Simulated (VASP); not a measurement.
Runs of VASP 6.6.1 on Ta2C. The structure is that of space group P-3m1 (No. 164), or close to it. The cells are those of the table. 

| cell | k mesh | gap on the mesh (eV) | pressure (GPa) | largest force (eV/Å) |
| --- | --- | --- | --- | --- |
| a = 3.017, b = 3.017, c = 4.794 Å, angles 90.0, 90.0, 120.0°, 3 atoms | 18 × 18 × 10 | none | 31.4 | 0.06 |
| a = 3.203, b = 3.203, c = 5.091 Å, angles 90.0, 90.0, 120.0°, 3 atoms | 18 × 18 × 10 | none | (b) | 0.04 |
| a = 3.110, b = 3.110, c = 4.942 Å, angles 90.0, 90.0, 120.0°, 3 atoms | 18 × 18 × 8 | none | 0.9 | 0.04 |
| a = 3.118, b = 3.118, c = 4.954 Å, angles 90.0, 90.0, 120.0°, 3 atoms | 18 × 18 × 8 | none | (a) | 0.05 |
| a = 3.110, b = 3.110, c = 4.942 Å, angles 90.0, 90.0, 120.0°, 3 atoms | 18 × 18 × 10 | none | 0.9 | 0.05 |
| a = 3.045, b = 3.045, c = 4.845 Å, angles 90.0, 90.0, 120.0°, 3 atoms | 18 × 18 × 8 | none | 20.3 | 0.06 |
| a = 3.079, b = 3.079, c = 4.893 Å, angles 90.0, 90.0, 120.0°, 3 atoms | 18 × 18 × 10 | none | 9.7 | 0.05 |
| a = 3.092, b = 3.092, c = 4.914 Å, angles 90.0, 90.0, 120.0°, 3 atoms | 18 × 18 × 8 | none | (c) | 0.05 |
| a = 3.078, b = 3.078, c = 4.894 Å, angles 90.0, 90.0, 120.0°, 3 atoms | 18 × 18 × 8 | none | 9.8 | 0.05 |
| a = 3.103, b = 3.103, c = 4.930 Å, angles 90.0, 90.0, 120.0°, 3 atoms | 18 × 18 × 8 | none | 2.9 | 0.05 |
| a = 3.048, b = 3.048, c = 4.843 Å, angles 90.0, 90.0, 120.0°, 3 atoms | 18 × 18 × 10 | none | 19.8 | 0.06 |

Alike in all rows: task single point; level r2SCAN; potentials or basis VASP PAW PBE potentials, release 64 (Ta_pv, C); no spin polarisation; cutoff (eV) 520; smearing gaussian 0.1 eV.

Estimate the missing entries.

(a) -1.2; (b) -19.2; (c) 5.9.

Caveats: the PAW data sets were made with another functional, which shifts forces and pressure a little; spin-orbit coupling is left out, which moves the levels of the heavy elements.

A k mesh can miss the band edges, and the runs leave out spin-orbit coupling on Ta.

A gap of «none» marks levels without a gap at the run's occupations.
